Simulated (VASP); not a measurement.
Input of a VASP 6.6.1 run:

Contents of INCAR:

```
SYSTEM = Na
PREC = Accurate
ENCUT = 600
EDIFF = 1E-6
ISMEAR = -1
SIGMA = 0.1
LREAL = .FALSE.
LASPH = .TRUE.
NELM = 100
ALGO = Normal
ISIF = 3
LWAVE = .FALSE.
LCHARG = .FALSE.
GGA = PS
IBRION = 2
NSW = 32
EDIFFG = -0.005
PSTRESS = 2.9
```

KPOINTS

```
Automatic mesh
0
G
  13 13 12
  0 0 0
```

POSCAR

```
Na
1.0
    3.5502483302      0.0000000000      0.0000000000
   -1.7751241651      3.0746052437      0.0000000000
    0.0000000000      0.0000000000      3.3220822114
Na
1
Direct
    0.0000000000      0.0000000000      0.0000000000
```

Potentials or basis: VASP PAW PBE potentials, release 64 (Na_pv).

Launch:

```console
$ cat potpaw_PBE.64/Na_pv/POTCAR > POTCAR
$ mpirun -np 1 vasp_std > vasp.out
```

Q: What does it give for the relaxed cell?

A: a = 3.548 Å, b = 3.548 Å, c = 3.321 Å, α = 90.00°, β = 90.00°, γ = 120.00°.

Q: What does it give for the band gap on the k mesh?

A: Zero (an odd number of electrons rules out a gap without spin polarisation).

Final structure:
```
Na
1.0
     3.54828    0.00000    0.00000
    -1.77414    3.07290    0.00000
     0.00000    0.00000    3.32085
Na
1
Direct
  0.00000 0.00000 0.00000
```
